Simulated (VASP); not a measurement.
# BAs (Pmmm) in VASP: settings compared

BAs is run at these levels: PBEsol-based global hybrid, B3LYP; tasks: single point.

Program: VASP 6.6.1. These are calculated values, not measurements. Logs are shortened: lines on timing, memory, paths and dates and some standing lists are left out, and cuts for length are marked.

**1. The cell of the first run**

The structure is orthorhombic, space group Pmmm (No. 47). The conventional cell has a = 2.513 Å, b = 2.869 Å, c = 3.394 Å, α = 90.00°, β = 90.00°, γ = 90.00°. B (site symmetry mmm) has 4 As at 2.22 Å and 4 B at 2.51 to 2.87 Å within 2.9 Å. As (site symmetry mmm) has 4 B at 2.22 Å and 4 As at 2.51 to 2.87 Å within 2.9 Å.

**2. Single point, PBEsol-based global hybrid**

The input, POSCAR:

```
BAs
1.0
    2.8687172509      0.0000000000      0.0000000000
    0.0000000000      2.5130432175      0.0000000000
    0.0000000000      0.0000000000      3.3936956894
B As
1 1
Direct
    0.0000000000      0.5000000000      0.0000000000
    0.5000000000      0.5000000000      0.5000000000
```

The input, INCAR.step1:

```
SYSTEM = BAs
ALGO = Normal
EDIFF = 1E-5
ENCUT = 520
GGA = PE
ISIF = 2
ISMEAR = -1
LASPH = .TRUE.
LCHARG = .FALSE.
LREAL = .FALSE.
LWAVE = .TRUE.
NBANDS = 11
NELM = 80
PREC = Accurate
SIGMA = 0.05
```

The input, INCAR.step2:

```
SYSTEM = BAs
AEXX = 0.25
ALGO = Normal
EDIFF = 1E-7
ENCUT = 520
GGA = PS
ISIF = 2
ISMEAR = -1
ISTART = 1
LASPH = .TRUE.
LCHARG = .FALSE.
LHFCALC = .TRUE.
LREAL = .FALSE.
LWAVE = .FALSE.
NBANDS = 11
NELM = 80
PREC = Accurate
PRECFOCK = Normal
SIGMA = 0.05
```

The input, KPOINTS:

```
k-points
0
G
  6 4 3
  0 0 0
```

Potentials or basis: VASP PAW PBE potentials, release 64 (B, As).

Started as:

```bash
$ cat potpaw_PBE.64/B/POTCAR potpaw_PBE.64/As/POTCAR > POTCAR
$ cp INCAR.step1 INCAR
$ mpirun -np 1 vasp_std > vasp.out
$ cp INCAR.step2 INCAR
$ mpirun -np 1 vasp_std > vasp.out
```

OUTCAR:

```text
SYSTEM = BAs
   AEXX = 0.25
   EDIFF = 1E-7
   ENCUT = 520
   GGA = PS
   ISIF = 2
   ISMEAR = -1
   ISTART = 1
   LASPH = .TRUE.
   LHFCALC = .TRUE.
   LREAL = .FALSE.
   NELM = 80
   PREC = Accurate
   PRECFOCK = Normal

 ion  position               nearest neighbor table
   1  0.000  0.500  0.000-   2 2.22   2 2.22   2 2.22   2 2.22
   2  0.500  0.500  0.500-   1 2.22   1 2.22   1 2.22   1 2.22

  LATTYP: Found a simple orthorhombic cell.
 ALAT       =     2.5130432175
 B/A-ratio  =     1.1415312044
 C/A-ratio  =     1.3504326809

  Lattice vectors:

 A1 = (   0.0000000000,  -2.5130432175,   0.0000000000)
 A2 = (   2.8687172509,   0.0000000000,   0.0000000000)
 A3 = (   0.0000000000,   0.0000000000,   3.3936956894)

Analysis of symmetry for initial positions (statically):
=====================================================================
 Subroutine PRICEL returns:
 Original cell was already a primitive cell.

 Routine SETGRP: Setting up the symmetry group for a
 simple orthorhombic supercell.

 Subroutine GETGRP returns: Found  8 space group operations
 (whereof  8 operations were pure point group operations)
 out of a pool of  8 trial point group operations.

The static configuration has the point symmetry D_2h.

Analysis of symmetry for dynamics (positions and initial velocities):
=====================================================================
 Subroutine PRICEL returns:
 Original cell was already a primitive cell.

 Routine SETGRP: Setting up the symmetry group for a
 simple orthorhombic supercell.

 Subroutine GETGRP returns: Found  8 space group operations
 (whereof  8 operations were pure point group operations)
 out of a pool of  8 trial point group operations.

The dynamic configuration has the point symmetry D_2h.

 Subroutine INISYM returns: Found  8 space group operations
 (whereof  8 operations are pure point group operations),
 and found     1 'primitive' translations

----------------------------------------------------------------------------------------

                                     Primitive cell

  volume of cell :      24.4659

  direct lattice vectors                    reciprocal lattice vectors
     2.868717251  0.000000000  0.000000000     0.348587857  0.000000000  0.000000000
     0.000000000  2.513043217  0.000000000     0.000000000  0.397923917  0.000000000
     0.000000000  0.000000000  3.393695689     0.000000000  0.000000000  0.294664016

  length of vectors
     2.868717251  2.513043217  3.393695689     0.348587857  0.397923917  0.294664016

  position of ions in fractional coordinates (direct lattice)
     0.000000000  0.500000000  0.000000000
     0.500000000  0.500000000  0.500000000

  ion indices of the primitive-cell ions
   primitive index   ion index
                 1           1
                 2           2

----------------------------------------------------------------------------------------

 KPOINTS: k-points

Automatic generation of k-mesh.
 Grid dimensions read from file:
 generate k-points for:    6    4    3

 Generating k-lattice:

  Cartesian coordinates                     Fractional coordinates (reciprocal lattice)
     0.058097976  0.000000000  0.000000000     0.166666667  0.000000000  0.000000000
     0.000000000  0.099480979  0.000000000     0.000000000  0.250000000  0.000000000
     0.000000000  0.000000000  0.098221339     0.000000000  0.000000000  0.333333333

  Length of vectors
     0.058097976  0.099480979  0.098221339

  Shift w.r.t. Gamma in fractional coordinates (k-lattice)
     0.000000000  0.000000000  0.000000000

 Subroutine IBZKPT returns following result:
 ===========================================

 Found     24 irreducible k-points:

 Following reciprocal coordinates:
            Coordinates               Weight
  0.000000  0.000000  0.000000      1.000000
  0.166667  0.000000  0.000000      2.000000
  0.333333  0.000000  0.000000      2.000000
  0.500000  0.000000  0.000000      1.000000
  0.000000  0.250000  0.000000      2.000000
  0.166667  0.250000  0.000000      4.000000
[... 16 lines left out ...]
  0.333333  0.500000  0.333333      4.000000
  0.500000  0.500000  0.333333      2.000000
   k-points           NKPTS =     24   k-points in BZ     NKDIM =     72   number of bands    NBANDS=     11
   number of dos      NEDOS =    301   number of ions     NIONS =      2
   total plane-waves  NPLWV =  13440
   dimension x,y,z NGX =    24 NGY =   20 NGZ =   28
   dimension x,y,z NGXF=    48 NGYF=   40 NGZF=   56
   ions per type =               1   1
   NGX,Y,Z   is equivalent  to a cutoff of  13.91, 13.23, 13.72 a.u.
   NGXF,Y,Z  is equivalent  to a cutoff of  27.82, 26.46, 27.43 a.u.
 SYSTEM =  BAs
   PREC   = accura    normal or accurate (medium, high low for compatibility)
   ISTART =      1    job   : 0-new  1-cont  2-samecut
   ICHARG =      0    charge: 1-file 2-atom 10-const
   ISPIN  =      1    spin polarized calculation?
   LNONCOLLINEAR =      F non collinear calculations
   LSORBIT =      F    spin-orbit coupling
   LASPH  =      T    aspherical Exc in radial PAW
   ENCUT  =  520.0 eV  38.22 Ry    6.18 a.u.   5.33  4.67  6.31*2*pi/ulx,y,z
   NELM   =     80;   NELMIN=  2; NELMDL=  0     # of ELM steps
   EDIFF  = 0.1E-06   stopping-criterion for ELM
   LREAL  =      F    real-space projection
   EDIFFG = 0.1E-05   stopping-criterion for IOM
   NSW    =      0    number of steps for IOM
   IBRION =     -1    ionic relax: 0-MD 1-quasi-New 2-CG
   NFREE  =      0    steps in history (QN), initial steepest desc. (CG)
   ISIF   =      2    stress and relaxation
   ISYM   =      3    0-nonsym 1-usesym 2-fastsym
   POTIM  = 0.5000    time-step for ionic-motion
   TEBEG  =    0.0;   TEEND  =   0.0 temperature during run
   PSTRESS=    0.0 pullay stress
   NELECT =       8.0000    total number of electrons
   NUPDOWN=      -1.0000    fix difference up-down
   EMIN   =  10.00;   EMAX   =-10.00  energy-range for DOS
   EFERMI =   0.00;   METHOD = LEGACY
   ISMEAR =    -1;   SIGMA  =   0.05  broadening in eV -4-tet -1-fermi 0-gaus
   EFERMI_NEDOS =   21; number of points for ismear=-14 and -15
   IALGO  =     38    algorithm
   IMIX   =      1    mixing-type and parameters
     AMIX     =   0.40;   BMIX     =  1.00
     AMIX_MAG =   1.60;   BMIX_MAG =  1.00
  volume/ion in A,a.u.               =      12.23        82.55
  Fermi-wavevector in a.u.,A,eV,Ry     =   1.127850  2.131327 17.307227  1.272045
  Thomas-Fermi vector in A             =   2.264538
   LORBIT       =      0    0 simple, 1 ext, 2 COOP (PROOUT), +10 PAW based schemes
   GGA     = PS    functional components
   LHFCALC =     T    Hartree Fock is set to
   PRECFOCK=normal    Normal, Fast or Accurate (Low or Medium for compatibility)
   ENCUT4O =  -1.0   cutoff for four orbital integrals eV
   NKREDX  =     1    reduce k-point grid by
   NKREDY  =     1    reduce k-point grid by
   NKREDZ  =     1    reduce k-point grid by
   AEXX    =    0.2500 exact exchange contribution
   HFSCREEN=    0.0000 screening length (either q_TF or 0.3 A-1)
   HFSCREENC=   0.0000 screening length for correlation (either q_TF or 0.3 A-1)
   ENCUTFOCK=  -1.0 apply spherical cutoff to Coloumb kernel
   IVDW    =     0    specifies the selected vdW correction
   LEPSILON=     F    determine dielectric tensor
   LRPA    =     F    only Hartree local field effects (RPA)
 non-spin polarized calculation
  energy-cutoff  :      520.00
  volume of cell :       24.47
 maximum number of plane-waves:       683
 NGX is ok and might be reduce to    24
  NGX = 18; NGY = 16; NGZ = 20

 number of electron       8.0000001 magnetization

 Free energy of the ion-electron system (eV)
  ---------------------------------------------------
  ext. energy  EPLUGINS =         0.00000000
  ---------------------------------------------------
  free energy    TOTEN  =       -12.00503643 eV

  energy without entropy =      -12.00310799  energy(sigma->0) =      -12.00407221

 E-fermi :   7.1142     XC(G=0):  -9.0542

 val. band max:        7.1141489602   @ k =   0.0000   0.2500   0.0000
 cond. band min:       7.8047313849   @ k =   0.1667   0.5000   0.3333
 fundamental gap:      0.6905824247
 Fermi energy:         7.1141666740

 k-point     1 :       0.0000    0.0000    0.0000
  band No.  band energies     occupation
      1     -11.5259      2.00000
      2       1.0027      2.00000
      3       3.8720      2.00000
      4       5.6506      2.00000
      5      12.2457      0.00000
      6      13.2853      0.00000
      7      17.7350      0.00000
      8      18.5407      0.00000
      9      18.8407      0.00000
     10      20.2959      0.00000
     11      23.8937      0.00000

 k-point     2 :       0.1667    0.0000    0.0000
  band No.  band energies     occupation
      1     -11.0236      2.00000
      2       1.5878      2.00000
      3       1.6043      2.00000
      4       5.2533      2.00000
      5      12.7135      0.00000
      6      15.1740      0.00000
      7      15.4513      0.00000
      8      17.5549      0.00000
      9      19.5667      0.00000
     10      19.8928      0.00000
     11      27.2773      0.00000

 k-point     3 :       0.3333    0.0000    0.0000
  band No.  band energies     occupation
      1      -9.5785      2.00000
      2      -2.5785      2.00000
      3       3.3502      2.00000
      4       6.5620      1.99997
      5      10.8404      0.00000
      6      12.4165      0.00000
      7      14.0312      0.00000
      8      18.4998      0.00000
      9      20.9225      0.00000
     10      23.3365      0.00000
     11      27.8081      0.00000
[... 267 lines left out ...]
 k-point    23 :       0.3333    0.5000    0.3333
  band No.  band energies     occupation
      1      -3.8546      2.00000
      2       0.4953      2.00000
      3       1.3642      2.00000
      4       2.9556      2.00000
      5       4.8873      2.00000
      6       8.2068      0.00000
      7      12.2957      0.00000
      8      15.4150      0.00000
      9      18.4524      0.00000
     10      21.7868      0.00000
     11      26.3973      0.00000

 k-point    24 :       0.5000    0.5000    0.3333
  band No.  band energies     occupation
      1      -2.0016      2.00000
      2      -0.0714      2.00000
      3       1.5944      2.00000
      4       3.3256      2.00000
      5       4.6008      2.00000
      6       4.9394      2.00000
      7      12.1642      0.00000
      8      12.8465      0.00000
      9      19.5215      0.00000
     10      20.8824      0.00000
     11      28.8130      0.00000

------------------------ aborting loop because EDIFF is reached ----------------------------------------

  FORCE on cell =-STRESS in cart. coord.  units (eV):
  Direction    XX          YY          ZZ          XY          YZ          ZX
  --------------------------------------------------------------------------------------
  -------------------------------------------------------------------------------------
  Total       -0.1202243     -0.0038280      0.0288121     -0.0000000      0.0000000      0.0000000
  in kB       -7.8730351     -0.2506821      1.8867972     -0.0000000      0.0000000      0.0000000
  external PRESSURE =      -2.0789734 kB  Pullay stress =       0.0000000 kB

 VOLUME and BASIS-vectors are now :
 -----------------------------------------------------------------------------
  energy-cutoff  :      520.00
  volume of cell :       24.47
      direct lattice vectors                 reciprocal lattice vectors
     2.868717251  0.000000000  0.000000000     0.348587857  0.000000000  0.000000000
     0.000000000  2.513043217  0.000000000     0.000000000  0.397923917  0.000000000
     0.000000000  0.000000000  3.393695689     0.000000000  0.000000000  0.294664016

 POSITION                                       TOTAL-FORCE (eV/Angst)
 -----------------------------------------------------------------------------------
      0.00000      1.25652      0.00000         0.000000      0.000000      0.000000
      1.43436      1.25652      1.69685         0.000000      0.000000      0.000000
 -----------------------------------------------------------------------------------
    total drift:                               -0.000000     -0.000000     -0.000000

  FREE ENERGIE OF THE ION-ELECTRON SYSTEM (eV)
  ---------------------------------------------------
  free  energy   TOTEN  =       -12.0050364284 eV

  energy  without entropy=      -12.0031079907  energy(sigma->0) =      -12.00407221
```

It took 5.7 min on 1 thread of Intel Xeon Platinum 8259CL at 2.50GHz (Skylake/Cascade Lake), shared host; peak memory 0.15 GiB.

Results:

```yaml
Free_energy: -12.0050 eV
Pressure: -0.2 GPa
Band_gap_on_the_k_mesh: zero (band 4 reaches 10.61 eV, above the bottom of band 5 at 4.60 eV)
```

Stress tensor (GPa, compression positive):
```
-0.79  0.00  0.00
 0.00 -0.03  0.00
 0.00  0.00  0.19
```

Levels at points of the mesh, in eV from the Fermi level:
```
           k point  band 2  band 3  band 4  band 5  band 6  band 7
(0.00, 0.00, 0.00)   -6.11   -3.24   -1.46    5.13    6.17   10.62
(0.50, 0.00, 0.00)  -12.17   -0.81   -0.72    1.60    3.05    8.32
(0.00, 0.50, 0.00)   -9.77   -3.34    1.90    2.12    3.36    8.37
(0.50, 0.50, 0.00)   -8.24   -6.26   -3.57    2.22    3.23    5.98
```

Caveat: the k points lie up to 0.63 Å⁻¹ apart; the PAW data sets were made with another functional, which shifts forces and pressure a little.

**3. Single point, B3LYP**

This run uses another cell than the first one, of 14.60 Å³/atom, 1.193 times its volume.

The input, POSCAR:

```
BAs
1.0
    2.4896723547      0.0000000000      0.0000000000
    0.0000000000      2.5654579415      0.0000000000
    0.0000000000      0.0000000000      4.5716462884
B As
1 1
Direct
    0.0000000000      0.5000000000      0.0000000000
    0.5000000000      0.5000000000      0.5000000000
```

The input, INCAR.step1:

```
SYSTEM = BAs
PREC = Accurate ; ENCUT = 520
EDIFF = 1E-5 ; ISMEAR = -1
SIGMA = 0.05 ; LREAL = .False.
LASPH = .True. ; NELM = 60
ALGO = Normal ; ISIF = 2
LWAVE = .True. ; GGA = PE
NBANDS = 11
```

The input, INCAR.step2:

```
SYSTEM = BAs
PREC = Accurate ; ENCUT = 520
EDIFF = 1E-6 ; ISMEAR = -1
SIGMA = 0.05 ; LREAL = .False.
LASPH = .True. ; NELM = 60
ALGO = Normal ; ISIF = 2
LWAVE = .False. ; LCHARG = .True.
GGA = B3 ; LHFCALC = .True.
AEXX = 0.2 ; AGGAX = 0.72
AGGAC = 0.81 ; ALDAC = 0.19
PRECFOCK = Normal ; LELF = .True.
LVHAR = .True. ; ISTART = 1
NBANDS = 11
```

The input, KPOINTS:

```
Automatic mesh
0
Gamma
  6 4 3
  0 0 0
```

Potentials or basis: VASP PAW PBE potentials, release 64 (B, As).

Started as:

```bash
$ cat potpaw_PBE.64/B/POTCAR potpaw_PBE.64/As/POTCAR > POTCAR
$ cp INCAR.step1 INCAR
$ mpirun -np 1 vasp_std > vasp.out
$ cp INCAR.step2 INCAR
$ mpirun -np 1 vasp_std > vasp.out
```

Run time: 4.6 min. Hardware: 1 thread of Intel Xeon Platinum 8259CL at 2.50GHz (Skylake/Cascade Lake), shared host; peak memory 0.14 GiB.

Results (log left out):

```
Free energy            : -8.6349 eV
Pressure               : 0.0 GPa
Band gap on the k mesh : zero (band 4 reaches 11.23 eV, above the bottom of band 5 at 3.71 eV)
```

Stress tensor (GPa, compression positive):
```
-0.14  0.00  0.00
 0.00  0.19  0.00
 0.00  0.00  0.00
```

Levels at points of the mesh, in eV from the Fermi level:
```csv
k point,band 1,band 2,band 3,band 4,band 5,band 6,band 7,band 8
"(0.00, 0.00, 0.00)",-17.20,-8.11,-7.27,5.60,6.59,8.62,8.94,10.06
"(0.50, 0.00, 0.00)",-11.98,-9.22,-2.74,-2.15,-1.14,-0.30,8.80,10.38
"(0.00, 0.50, 0.00)",-13.10,-8.37,-4.20,-3.83,-1.92,5.33,8.45,10.46
"(0.50, 0.50, 0.00)",-7.34,-5.96,-4.09,-0.81,1.25,1.73,2.62,2.65
```

Caveat: the k points lie up to 0.61 Å⁻¹ apart; the PAW data sets were made with another functional, which shifts forces and pressure a little.
